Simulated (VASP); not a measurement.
# CuAu in VASP: notebook, part 2 of 2

VASP 6.6.1. The steps go on from the part before.

## 4. Single point, PBE

Contents of INCAR:

```
SYSTEM = CuAu
PREC = Accurate
ENCUT = 520
EDIFF = 1E-6
ISMEAR = 1
SIGMA = 0.1
LREAL = .FALSE.
LASPH = .TRUE.
NELM = 120
ALGO = Normal
ISIF = 2
LWAVE = .FALSE.
LCHARG = .FALSE.
GGA = PE
NBANDS = 54
GGA_COMPAT = .FALSE.
```

Contents of KPOINTS:

```
Automatic mesh
0
G
  2 2 2
  0 0 0
```

Contents of POSCAR:

```
CuAu
1.0
    5.6214980000      0.0000000000      0.0000000000
    0.0000000000      5.6214980000      0.0000000000
    0.0000000000      0.0000000000      3.6850000000
Cu Au
4 4
Direct
    0.2603683218      0.2476361283      0.4942181818
    0.2485977937      0.7539527720      0.4869579376
    0.7537857347      0.2487904470      0.4991891452
    0.7411245188      0.7493415456      0.5069587517
    0.0043392348     -0.0034159934     -0.0067769335
    0.0010796055      0.4993612023      0.0015682497
    0.4929620183      0.0053258046      0.0125264586
    0.5003685850      0.4988189981     -0.0032282225
```

Run with:

```bash
cat potpaw_PBE.64/Cu/POTCAR potpaw_PBE.64/Au/POTCAR > POTCAR
mpirun -np 1 vasp_std > vasp.out
```

It took 67 s on 1 thread of Intel Xeon Platinum 8259CL at 2.50GHz (Skylake/Cascade Lake), shared host; peak memory 0.22 GiB.

Results (log left out):

| Item | Value |
| --- | --- |
| Free energy | -27.4382 eV |
| Pressure | 4.3 GPa |
| Largest force | 0.847 eV/Å |
| Band gap on the k mesh | zero (bands 44 and 45 overlap by 0.68 eV) |

Forces on the atoms (eV/Å):
```
Cu  -0.325  0.192  0.233
Cu   0.017 -0.209  0.333
Cu   0.032 -0.036  0.028
Cu   0.142  0.079 -0.119
Au  -0.536  0.156  0.013
Au  -0.027 -0.075 -0.082
Au   0.670 -0.353 -0.380
Au   0.027  0.247 -0.026
```

Stress tensor (GPa, compression positive):
```
 1.45  0.01 -0.12
 0.01  1.28  0.01
-0.12  0.01 10.23
```

Levels at points of the mesh, in eV from the Fermi level:
```
           k point  band 40  band 41  band 42  band 43  band 44  band 45  band 46  band 47  band 48  band 49
(0.00, 0.00, 0.00)    -0.98    -0.98    -0.48    -0.48     0.03     0.04     1.00     1.01     2.47     5.41
(0.50, 0.00, 0.00)    -1.35    -1.33    -1.27    -0.03     0.01     0.30     0.35     4.58     4.80     5.37
(0.00, 0.50, 0.00)    -1.35    -1.33    -1.31    -0.02    -0.01     0.32     0.35     4.65     4.73     5.42
(0.50, 0.50, 0.00)    -1.54    -1.04    -1.03    -1.02    -1.02     5.57     5.72     5.79     5.85     6.54
(0.00, 0.00, 0.50)    -1.24    -1.20    -1.20    -0.74    -0.74    -0.64    -0.63     2.94     2.95     4.71
(0.50, 0.00, 0.50)    -1.36    -1.34    -1.29    -1.23    -1.16     2.52     2.54     2.66     2.68     3.22
(0.00, 0.50, 0.50)    -1.36    -1.33    -1.30    -1.21    -1.18     2.56     2.59     2.61     2.64     3.23
(0.50, 0.50, 0.50)    -1.79    -0.17    -0.16    -0.14    -0.12     0.40     0.46     0.50     0.53     8.93
```

Caveat: the k points lie up to 0.85 Å⁻¹ apart, too coarse for converged energies and pressures of a metal; spin-orbit coupling is left out, which moves the levels of the heavy elements.

## 5. Molecular dynamics, PBE

Contents of INCAR:

```
SYSTEM = CuAu
ALGO     = Normal         ! electronic algorithm
EDIFF    = 1E-5           ! SCF threshold, eV
ENCUT    = 440            ! plane-wave cutoff, eV
GGA      = PE             ! functional
GGA_COMPAT= .FALSE.      
IBRION   = 0              ! ionic algorithm
ISIF     = 2              ! what is computed and relaxed
ISMEAR   = 1              ! smearing method
ISYM     = 0            
LASPH    = .TRUE.         ! aspherical terms in the spheres
LCHARG   = .FALSE.        ! write CHGCAR
LREAL    = .FALSE.        ! projectors in reciprocal space
LWAVE    = .FALSE.        ! write WAVECAR
MAXMIX   = 40           
MDALGO   = 2            
NBANDS   = 54             ! bands
NELM     = 120            ! most SCF steps
NELMIN   = 4            
NSW      = 20             ! ionic steps
POTIM    = 1.0            ! step
PREC     = Normal         ! precision mode
RANDOM_SEED= 577 0 0      
SIGMA    = 0.1            ! smearing width, eV
SMASS    = 0            
TEBEG    = 300.0        
TEEND    = 300.0
```

Contents of KPOINTS:

```
k-points
0
G
  2 2 2
  0 0 0
```

Contents of POSCAR:

```
CuAu
1.0
    5.6214980000      0.0000000000      0.0000000000
    0.0000000000      5.6214980000      0.0000000000
    0.0000000000      0.0000000000      3.6850000000
Cu Au
4 4
Direct
    0.2500000000      0.2500000000      0.5000000000
    0.2500000000      0.7500000000      0.5000000000
    0.7500000000      0.2500000000      0.5000000000
    0.7500000000      0.7500000000      0.5000000000
    0.0000000000      0.0000000000      0.0000000000
    0.0000000000      0.5000000000      0.0000000000
    0.5000000000      0.0000000000      0.0000000000
    0.5000000000      0.5000000000      0.0000000000
```

Run with:

```bash
cat potpaw_PBE.64/Cu/POTCAR potpaw_PBE.64/Au/POTCAR > POTCAR
mpirun -np 1 vasp_std > vasp.out
```

Wall time 4.3 min (1 thread of Intel Xeon Platinum 8259CL at 2.50GHz (Skylake/Cascade Lake), shared host); peak memory 0.21 GiB.

Step by step:
| step | potential energy change (eV) | largest force (eV/Å) | pressure (GPa) | volume (Å³) | temperature (K) |
| --- | --- | --- | --- | --- | --- |
| 1 | 0.0000 | 0.0006 | 3.76 | 116.45 | 300 |
| 2 | 0.0002 | 0.0304 | 3.46 | 116.45 | 300 |
| 3 | 0.0008 | 0.0671 | 3.62 | 116.45 | 299 |
| 4 | 0.0018 | 0.1010 | 3.57 | 116.45 | 298 |
| 5 | 0.0032 | 0.1327 | 3.63 | 116.45 | 297 |
| 6 | 0.0050 | 0.1644 | 3.62 | 116.45 | 295 |
| 7 | 0.0071 | 0.1975 | 3.64 | 116.45 | 293 |
| 8 | 0.0097 | 0.2304 | 3.65 | 116.45 | 290 |
| 9 | 0.0126 | 0.2623 | 3.62 | 116.45 | 288 |
| 10 | 0.0159 | 0.2930 | 3.66 | 116.45 | 285 |
| 11 | 0.0195 | 0.3239 | 3.65 | 116.45 | 282 |
| 12 | 0.0235 | 0.3556 | 3.55 | 116.45 | 280 |
| 13 | 0.0279 | 0.3877 | 3.51 | 116.45 | 277 |
| 14 | 0.0325 | 0.4200 | 3.34 | 116.45 | 274 |
| 15 | 0.0376 | 0.4530 | 3.34 | 116.45 | 272 |
| 16 | 0.0430 | 0.4855 | 3.83 | 116.45 | 270 |
| 17 | 0.0487 | 0.5189 | 4.02 | 116.45 | 268 |
| 18 | 0.0547 | 0.5521 | 4.01 | 116.45 | 266 |
| 19 | 0.0611 | 0.5852 | 3.98 | 116.45 | 265 |
| 20 | 0.0678 | 0.6186 | 4.07 | 116.45 | 264 |

Caveat: the k points lie up to 0.85 Å⁻¹ apart; spin-orbit coupling is left out, which moves the levels of the heavy elements.

## 6. The runs side by side

| task | cell | cutoff (eV) | gap on the mesh (eV) | pressure (GPa) | largest force (eV/Å) |
| --- | --- | --- | --- | --- | --- |
| single point | as given, atomic positions A | 520 | none | 4.1 | 0.29 |
| single point | as given, atomic positions B | 520 | none | 4.1 | 0.59 |
| single point | as given, atomic positions C | 520 | none | 4.3 | 0.85 |
| molecular dynamics | as given, atomic positions D | 440 | - | - | - |

Alike in all rows: level PBE; potentials or basis VASP PAW PBE potentials, release 64 (Cu, Au); no spin polarisation; k mesh 2 × 2 × 2; smearing methfessel-paxton 0.1 eV.

Caveats: all runs use coarse meshes; spin-orbit coupling is left out, which moves the levels of the heavy elements.

Total energies depend on the potentials used, so only differences within one code and one set of settings carry meaning.
